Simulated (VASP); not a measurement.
Set up this calculation in VASP 6.6.1, as the native input.

* Task: relaxation of cell and atoms
* Functional: r2SCAN
* Potentials or basis: VASP PAW PBE potentials, release 64 (W_sv)
* Cutoff: 600 eV
* k mesh: 24 × 24 × 22
* Occupations: gaussian, width 0.1 eV
* Spin: no spin polarisation
* Dipole correction: no
* Further INCAR settings: ALGO = Normal; EDIFF = 1e-06; IBRION = 2; EDIFFG = -0.01; NSW = 100; ISIF = 3

Crystal: W.

```
W
1.0
     2.76688    0.00000    0.00000
    -1.38344    2.39619    0.00000
     0.00000    0.00000    2.57868
W
1
Direct
  0.00000 0.00000 0.00000
```

This isn't the form of W at room conditions, which is bcc.

These files were run (other wordings do the same):

POSCAR

```
W
1.0
    2.7668774581      0.0000000000      0.0000000000
   -1.3834387290      2.3961861678      0.0000000000
    0.0000000000      0.0000000000      2.5786792895
W
1
Direct
    0.0000000000      0.0000000000      0.0000000000
```

INCAR.step1

```
SYSTEM = W
  PREC = Accurate
  ENCUT = 600
  ISMEAR = 0
  SIGMA = 0.1
  LREAL = .False.
  LASPH = .True.
  NELM = 80
  GGA = PE
  ALGO = Normal
  EDIFF = 1E-4
  LWAVE = .True.
  LCHARG = .False.
```

INCAR.step2

```
SYSTEM = W
  PREC = Accurate
  ENCUT = 600
  EDIFF = 1E-6
  ISMEAR = 0
  SIGMA = 0.1
  LREAL = .False.
  LASPH = .True.
  NELM = 80
  ALGO = Normal
  ISIF = 3
  LWAVE = .False.
  LCHARG = .False.
  METAGGA = R2SCAN
  LMIXTAU = .True.
  IBRION = 2
  NSW = 100
  EDIFFG = -0.01
  ISTART = 1
```

KPOINTS

```
regular mesh
0
Gamma
  24 24 22
  0 0 0
```

Potentials or basis: VASP PAW PBE potentials, release 64 (W_sv).

Run with:

```console
$ cat potpaw_PBE.64/W_sv/POTCAR > POTCAR
$ cp INCAR.step1 INCAR
$ mpirun -np 1 vasp_std > vasp.out
$ cp INCAR.step2 INCAR
$ mpirun -np 1 vasp_std > vasp.out
```

Results of the run:

| Quantity | Value |
| --- | --- |
| Relaxed volume | 17.26 Å³/atom |
| Relaxed cell | a = 2.771 Å, b = 2.771 Å, c = 2.596 Å, α = 90.00°, β = 90.00°, γ = 120.00° |
| Space group after relaxing (to 0.1 Å) | P6/mmm (No. 191) |
| Energy gained by relaxing | 1.6 meV/atom |
| Ionic steps | 5 |
| Pressure after relaxing | 0.0 GPa |
| Band gap on the k mesh | zero (bands 7 and 8 overlap by 2.23 eV) |

Caveat: the PAW data sets were made with another functional, which shifts forces and pressure a little; spin-orbit coupling is left out, which moves the levels of the heavy elements.

Run time: 27 min on 1 thread of Oxide Virtual Turin-like Processor (shared host), peak memory 0.27 GiB.
